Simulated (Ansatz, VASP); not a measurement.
# AlN: VASP beside Ansatz

```xyz
4
Lattice="3.4004 0.0000 0.0000 -1.7002 2.9448 0.0000 0.0000 0.0000 4.5505" Properties=species:S:1:pos:R:3 pbc="T T T"
Al    0.0000    1.9632    3.4128
Al    1.7002    0.9816    1.1376
N     0.0000    1.9632    1.1376
N     1.7002    0.9816    3.4128
```

Alike in both runs: task single point; functional PBEsol; k mesh 9 × 9 × 6; occupations gaussian, width 0.02 eV; no spin polarisation.

|  | VASP | Ansatz |
| --- | --- | --- |
| version | VASP 6.6.1 | Ansatz 0.2.0 |
| potentials or method | VASP PAW PBE potentials, release 64 (Al, N), cutoff 520 eV | scalar-relativistic, plane waves, PAW |
| valence electrons in the cell | 16 | 16 |

Ansatz gave:

```
gap on the k mesh at the Fermi level (eV)                     : 2.00
least direct gap on the mesh (eV)                             : 2.00
pressure (GPa)                                                : -22.4
traceless stress, the component that is largest in VASP (GPa) : 0.69
```

Estimate VASP's values.

gap on the k mesh at the Fermi level (eV): 2.01; least direct gap on the mesh (eV): 2.01; pressure (GPa): -22.5; traceless stress, the component that is largest in VASP (GPa): 0.70.

VASP's potentials were made for PBE, not for PBEsol. With one functional, cell and mesh, what is left measures potentials, basis and numerics.
